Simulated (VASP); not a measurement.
Wanted: the native input for a VASP 6.6.1 run.

- Task: single point
- Functional: PBEsol
- Potentials or basis: VASP PAW PBE potentials, release 64 (Ti_sv)
- Cutoff: 520 eV
- k mesh: 22 × 22 × 22
- Occupations: gaussian, width 0.15 eV
- Spin: collinear spin, ferromagnetic start
- Starting moments: [0.25] μB
- Fixed moment: 0.25 μB
- Dipole correction: no
- Further INCAR settings: ALGO = Fast; EDIFF = 1e-06; NBANDS = 16

The structure of Ti lies in POSCAR:

```
Ti
1.0
   -1.6669210723      1.6669210723      1.6669210723
    1.6669210723     -1.6669210723      1.6669210723
    1.6669210723      1.6669210723     -1.6669210723
Ti
1
Direct
    0.0000000000      0.0000000000      0.0000000000
```

One way to write it, as run:

INCAR

```
PREC     = Accurate       # precision mode
ENCUT    = 520            # plane-wave cutoff, eV
EDIFF    = 1E-6           # SCF threshold, eV
ISMEAR   = 0              # smearing method
SIGMA    = 0.15           # smearing width, eV
LREAL    = F              # projectors in reciprocal space
LASPH    = T              # aspherical terms in the spheres
NELM     = 150            # most SCF steps
ALGO     = Fast           # electronic algorithm
ISIF     = 2              # what is computed and relaxed
LWAVE    = F              # write WAVECAR
LCHARG   = F              # write CHGCAR
ISPIN    = 2              # spin polarisation
MAGMOM   = 0.25           # initial moments
LORBIT   = 11             # projections on sites
NUPDOWN  = 0.25           # fixed moment
LMAXMIX  = 4              # l up to which the mixer works
GGA      = PS             # functional
NBANDS   = 16             # bands
```

KPOINTS

```
Automatic mesh
0
Gamma
  22 22 22
```

Potentials or basis: VASP PAW PBE potentials, release 64 (Ti_sv).

Launch:

```sh
$ cat potpaw_PBE.64/Ti_sv/POTCAR > POTCAR
$ mpirun -np 1 vasp_std > vasp.out
```

It gave:

| Property | Result |
| --- | --- |
| Pressure | -10.5 GPa |
| Net moment | 0.25 μB per cell |
| Site moments | Ti +0.17 μB |
| Valence electrons inside the program's atomic spheres | Ti 10.20 |

Caveat: the PAW data sets were made with another functional, which shifts forces and pressure a little; the total moment is fixed, so each spin has its own Fermi level.

Wall time 120 s on 1 thread of Intel(R) Xeon(R) Platinum 8375C CPU @ 2.90GHz (Ice Lake) (shared host), peak memory 0.26 GiB.
